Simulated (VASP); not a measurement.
# BiS in VASP: single point with r2SCAN

Aim: the single point of BiS with r2SCAN.

Program: VASP 6.6.1. These are calculated values, not measurements. Logs are shortened: lines on timing, memory, paths and dates and some standing lists are left out, and cuts for length are marked.

## 1. The cell of the first run

The typed cell holds 4 atoms: a = 4.429 Å, b = 4.429 Å, c = 6.076 Å, α = 90.00°, β = 90.00°, γ = 60.00°.

## 2. Single point, r2SCAN

POSCAR reads:

```
BiS
1.0
    2.2143730000      3.8354040000      0.0000000000
   -2.2143730000      3.8354040000      0.0000000000
    0.0000000000      0.0000000000      6.0759020000
Bi S
2 2
Direct
    0.3333000000      0.3334000000      0.2500000000
    0.6666000000      0.6667000000      0.7500000000
    0.0000000000      0.0000000000      0.0000000000
    0.0000000000      0.0000000000      0.5000000000
```

INCAR.step1 reads:

```
SYSTEM = BiS
ALGO = Normal ; EDIFF = 1E-5
ENCUT = 550 ; GGA = PE
GGA_COMPAT = .False. ; ISMEAR = 0
LASPH = .True. ; LCHARG = .False.
LREAL = .False. ; LWAVE = .True.
NBANDS = 29 ; NELM = 120
PREC = Accurate ; SIGMA = 0.072
```

INCAR.step2 reads:

```
SYSTEM = BiS
ALGO = Normal ; EDIFF = 1E-6
ENCUT = 550 ; GGA_COMPAT = .False.
ISIF = 2 ; ISMEAR = 0
ISTART = 1 ; LASPH = .True.
LCHARG = .False. ; LMIXTAU = .True.
LREAL = .False. ; LWAVE = .False.
METAGGA = R2SCAN ; NBANDS = 29
NELM = 120 ; PREC = Accurate
SIGMA = 0.072
```

KPOINTS reads:

```
k-points
0
Gamma
  9 9 6
  0 0 0
```

Potentials or basis: VASP PAW PBE potentials, release 64 (Bi_d, S).

Started as:

```
cat potpaw_PBE.64/Bi_d/POTCAR potpaw_PBE.64/S/POTCAR > POTCAR
cp INCAR.step1 INCAR
mpirun -np 1 vasp_std > vasp.out
cp INCAR.step2 INCAR
mpirun -np 1 vasp_std > vasp.out
```

OUTCAR:

```text
SYSTEM = BiS
   EDIFF = 1E-6
   ENCUT = 550
   ISIF = 2
   ISMEAR = 0
   ISTART = 1
   LASPH = .True.
   LREAL = .False.
   METAGGA = R2SCAN
   NELM = 120
   PREC = Accurate

 ion  position               nearest neighbor table
   1  0.333  0.333  0.250-   3 2.97   4 2.97   3 2.97   4 2.97   3 2.97   4 2.97
   2  0.667  0.667  0.750-   3 2.97   4 2.97   3 2.97   4 2.97   3 2.97   4 2.97
   3  0.000  0.000  0.000-   2 2.97   1 2.97   2 2.97   1 2.97   2 2.97   1 2.97
   4  0.000  0.000  0.500-   2 2.97   1 2.97   2 2.97   1 2.97   2 2.97   1 2.97

  LATTYP: Found a hexagonal cell.
 ALAT       =     4.4287437978
 C/A-ratio  =     1.3719244728

  Lattice vectors:

 A1 = (   2.2143730000,  -3.8354040000,   0.0000000000)
 A2 = (   2.2143730000,   3.8354040000,   0.0000000000)
 A3 = (   0.0000000000,   0.0000000000,   6.0759020000)

Analysis of symmetry for initial positions (statically):
=====================================================================
 Subroutine PRICEL returns:
 Original cell was already a primitive cell.

 Routine SETGRP: Setting up the symmetry group for a
 hexagonal supercell.

 Subroutine GETGRP returns: Found  4 space group operations
 (whereof  2 operations were pure point group operations)
 out of a pool of 24 trial point group operations.

The static configuration has the point symmetry C_2 .
 The point group associated with its full space group is C_2v.

Analysis of symmetry for dynamics (positions and initial velocities):
=====================================================================
 Subroutine PRICEL returns:
 Original cell was already a primitive cell.

 Routine SETGRP: Setting up the symmetry group for a
 hexagonal supercell.

 Subroutine GETGRP returns: Found  4 space group operations
 (whereof  2 operations were pure point group operations)
 out of a pool of 24 trial point group operations.

The dynamic configuration has the point symmetry C_2 .
 The point group associated with its full space group is C_2v.

 Subroutine INISYM returns: Found  4 space group operations
 (whereof  2 operations are pure point group operations),
 and found     1 'primitive' translations

----------------------------------------------------------------------------------------

                                     Primitive cell

  volume of cell :     103.2055

  direct lattice vectors                    reciprocal lattice vectors
     2.214373000  3.835404000  0.000000000     0.225797551  0.130364363  0.000000000
    -2.214373000  3.835404000  0.000000000    -0.225797551  0.130364363  0.000000000
     0.000000000  0.000000000  6.075902000     0.000000000  0.000000000  0.164584616

  length of vectors
     4.428743798  4.428743798  6.075902000     0.260728597  0.260728597  0.164584616

  position of ions in fractional coordinates (direct lattice)
     0.333300000  0.333400000  0.250000000
     0.666600000  0.666700000  0.750000000
     0.000000000  0.000000000  0.000000000
     0.000000000  0.000000000  0.500000000

  ion indices of the primitive-cell ions
   primitive index   ion index
                 1           1
                 2           2
                 3           3
                 4           4

----------------------------------------------------------------------------------------

 KPOINTS: k-points

Automatic generation of k-mesh.
 Grid dimensions read from file:
 generate k-points for:    9    9    6

 Generating k-lattice:

  Cartesian coordinates                     Fractional coordinates (reciprocal lattice)
     0.025088617  0.014484929  0.000000000     0.111111111 -0.000000000  0.000000000
    -0.025088617  0.014484929  0.000000000    -0.000000000  0.111111111  0.000000000
     0.000000000  0.000000000  0.027430769     0.000000000  0.000000000  0.166666667

  Length of vectors
     0.028969844  0.028969844  0.027430769

  Shift w.r.t. Gamma in fractional coordinates (k-lattice)
     0.000000000  0.000000000  0.000000000

 Subroutine IBZKPT returns following result:
 ===========================================

 Found    100 irreducible k-points:

 Following reciprocal coordinates:
            Coordinates               Weight
  0.000000  0.000000  0.000000      1.000000
  0.111111 -0.000000  0.000000      4.000000
  0.111111  0.111111  0.000000      2.000000
  0.222222  0.000000  0.000000      4.000000
  0.222222  0.222222  0.000000      2.000000
  0.333333 -0.000000  0.000000      4.000000
[... 16 lines left out ...]
  0.333333 -0.444444  0.000000      4.000000
 -0.222222  0.333333  0.000000      4.000000
 [... further k-points ...]
   k-points           NKPTS =    100   k-points in BZ     NKDIM =    100   number of bands    NBANDS=     29
   number of dos      NEDOS =    301   number of ions     NIONS =      4
   total plane-waves  NPLWV =  62208
   dimension x,y,z NGX =    36 NGY =   36 NGZ =   48
   dimension x,y,z NGXF=    72 NGYF=   72 NGZF=   96
   ions per type =               2   2
   NGX,Y,Z   is equivalent  to a cutoff of  13.51, 13.51, 13.13 a.u.
   NGXF,Y,Z  is equivalent  to a cutoff of  27.03, 27.03, 26.27 a.u.
 SYSTEM =  BiS
   PREC   = accura    normal or accurate (medium, high low for compatibility)
   ISTART =      1    job   : 0-new  1-cont  2-samecut
   ICHARG =      0    charge: 1-file 2-atom 10-const
   ISPIN  =      1    spin polarized calculation?
   LNONCOLLINEAR =      F non collinear calculations
   LSORBIT =      F    spin-orbit coupling
   LASPH  =      T    aspherical Exc in radial PAW
   ENCUT  =  550.0 eV  40.42 Ry    6.36 a.u.   8.47  8.47 11.62*2*pi/ulx,y,z
   NELM   =    120;   NELMIN=  2; NELMDL=  0     # of ELM steps
   EDIFF  = 0.1E-05   stopping-criterion for ELM
   LREAL  =      F    real-space projection
   EDIFFG = 0.1E-04   stopping-criterion for IOM
   NSW    =      0    number of steps for IOM
   IBRION =     -1    ionic relax: 0-MD 1-quasi-New 2-CG
   NFREE  =      0    steps in history (QN), initial steepest desc. (CG)
   ISIF   =      2    stress and relaxation
   ISYM   =      2    0-nonsym 1-usesym 2-fastsym
   POTIM  = 0.5000    time-step for ionic-motion
   TEBEG  =    0.0;   TEEND  =   0.0 temperature during run
   PSTRESS=    0.0 pullay stress
   NELECT =      42.0000    total number of electrons
   NUPDOWN=      -1.0000    fix difference up-down
   EMIN   =  10.00;   EMAX   =-10.00  energy-range for DOS
   EFERMI =   0.00;   METHOD = LEGACY
   ISMEAR =     0;   SIGMA  =   0.07  broadening in eV -4-tet -1-fermi 0-gaus
   EFERMI_NEDOS =   21; number of points for ismear=-14 and -15
   IALGO  =     38    algorithm
   IMIX   =      4    mixing-type and parameters
     AMIX     =   0.40;   BMIX     =  1.00
     AMIX_MAG =   1.60;   BMIX_MAG =  1.00
  volume/ion in A,a.u.               =      25.80       174.12
  Fermi-wavevector in a.u.,A,eV,Ry     =   1.213176  2.292570 20.024991  1.471795
  Thomas-Fermi vector in A             =   2.348636
   LORBIT       =      0    0 simple, 1 ext, 2 COOP (PROOUT), +10 PAW based schemes
   METAGGA = R2SCAN    functional components
   LHFCALC =     F    Hartree Fock is set to
   AEXX    =    0.0000 exact exchange contribution
   IVDW    =     0    specifies the selected vdW correction
   LEPSILON=     F    determine dielectric tensor
   LRPA    =     F    only Hartree local field effects (RPA)
 non-spin polarized calculation
 Gauss-broadening in eV      SIGMA  =   0.07
  energy-cutoff  :      550.00
  volume of cell :      103.21
 maximum number of plane-waves:      3101
 NGX is ok and might be reduce to    36
   NGX = 17   NGY = 17   NGZ = 23

 number of electron      42.0000007 magnetization

 Free energy of the ion-electron system (eV)
  ---------------------------------------------------
  ext. energy  EPLUGINS =         0.00000000
  ---------------------------------------------------
  free energy    TOTEN  =      -131.96281421 eV

  energy without entropy =     -131.95769699  energy(sigma->0) =     -131.96025560

 E-fermi :   7.0912     XC(G=0): -10.5672

 val. band max:        7.0786284344   @ k =   0.2222   0.0000   0.1667
 cond. band min:       7.1426940828   @ k =   0.4444   0.2222   0.1667
 fundamental gap:      0.0640656484
 Fermi energy:         7.0911814330

 k-point     1 :       0.0000    0.0000    0.0000
  band No.  band energies     occupation
      1     -17.2433      2.00000
      2     -17.2433      2.00000
      3     -17.2371      2.00000
      4     -17.2371      2.00000
      5     -17.2364      2.00000
      6     -17.2364      2.00000
[... 21 lines left out ...]
     28      12.8100      0.00000
     29      12.8103      0.00000

 k-point     2 :       0.1111   -0.0000    0.0000
  band No.  band energies     occupation
      1     -17.2453      2.00000
      2     -17.2417      2.00000
      3     -17.2381      2.00000
      4     -17.2373      2.00000
      5     -17.2372      2.00000
      6     -17.2354      2.00000
[... 21 lines left out ...]
     28      13.3060      0.00000
     29      13.3618      0.00000

 k-point     3 :       0.1111    0.1111    0.0000
  band No.  band energies     occupation
      1     -17.2453      2.00000
      2     -17.2417      2.00000
      3     -17.2381      2.00000
      4     -17.2373      2.00000
      5     -17.2372      2.00000
      6     -17.2354      2.00000
[... 21 lines left out ...]
     28      13.3057      0.00000
     29      13.3618      0.00000

 k-point     4 :       0.2222    0.0000    0.0000
  band No.  band energies     occupation
      1     -17.2500      2.00000
      2     -17.2420      2.00000
      3     -17.2404      2.00000
      4     -17.2378      2.00000
      5     -17.2374      2.00000
      6     -17.2312      2.00000
[... 597 lines left out ...]
     28      14.1697      0.00000
     29      15.1390      0.00000

 k-point    23 :       0.3333   -0.4444    0.0000
  band No.  band energies     occupation
      1     -17.2626      2.00000
      2     -17.2515      2.00000
      3     -17.2375      2.00000
      4     -17.2329      2.00000
      5     -17.2325      2.00000
      6     -17.2275      2.00000
[... 21 lines left out ...]
     28      14.1699      0.00000
     29      15.1390      0.00000

 k-point    24 :      -0.2222    0.3333    0.0000
  band No.  band energies     occupation
      1     -17.2626      2.00000
      2     -17.2515      2.00000
      3     -17.2375      2.00000
      4     -17.2329      2.00000
      5     -17.2325      2.00000
      6     -17.2275      2.00000
[... 21 lines left out ...]
     28      14.1698      0.00000
     29      15.1391      0.00000

 [... further k-points ...]

------------------------ aborting loop because EDIFF is reached ----------------------------------------

  FORCE on cell =-STRESS in cart. coord.  units (eV):
  Direction    XX          YY          ZZ          XY          YZ          ZX
  --------------------------------------------------------------------------------------
  -------------------------------------------------------------------------------------
  Total       -2.4911135     -2.4928476      7.5504844      0.0000000      0.0000000      0.0000000
  in kB      -38.6724284    -38.6993496    117.2148793      0.0000000      0.0000000      0.0000000
  external PRESSURE =      13.2810338 kB  Pullay stress =       0.0000000 kB

 VOLUME and BASIS-vectors are now :
 -----------------------------------------------------------------------------
  energy-cutoff  :      550.00
  volume of cell :      103.21
      direct lattice vectors                 reciprocal lattice vectors
     2.214373000  3.835404000  0.000000000     0.225797551  0.130364363  0.000000000
    -2.214373000  3.835404000  0.000000000    -0.225797551  0.130364363  0.000000000
     0.000000000  0.000000000  6.075902000     0.000000000  0.000000000  0.164584616

 POSITION                                       TOTAL-FORCE (eV/Angst)
 -----------------------------------------------------------------------------------
     -0.00022      2.55706      1.51898        -0.000063     -0.000238      0.000000
     -0.00022      5.11374      4.55693        -0.000063      0.000238      0.000000
      0.00000      0.00000      0.00000         0.000063      0.000000      0.000000
      0.00000      0.00000      3.03795         0.000063      0.000000      0.000000
 -----------------------------------------------------------------------------------
    total drift:                                0.000021     -0.000000      0.000000

  FREE ENERGIE OF THE ION-ELECTRON SYSTEM (eV)
  ---------------------------------------------------
  free  energy   TOTEN  =      -131.9628142091 eV

  energy  without entropy=     -131.9576969868  energy(sigma->0) =     -131.96025560
```

Wall time 7.8 min (1 thread of Intel Xeon 6975P-C (Granite Rapids), shared host); peak memory 0.43 GiB.

What came out:

* Free energy: -131.9628 eV
* Pressure: 1.3 GPa
* Band gap on the k mesh: zero (bands 21 and 22 overlap by 2.09 eV)

Levels at points of the mesh, in eV from the Fermi level:
```
           k point  band 19  band 20  band 21  band 22  band 23  band 24
(0.00, 0.00, 0.00)    -2.70    -1.47    -1.05    -1.05    -0.93     2.80
(0.00, 0.00, 0.50)    -3.15    -3.15     0.50     0.50     0.63     0.63
```

Caveat: the PAW data sets were made with another functional, which shifts forces and pressure a little; spin-orbit coupling is left out, which moves the levels of the heavy elements.
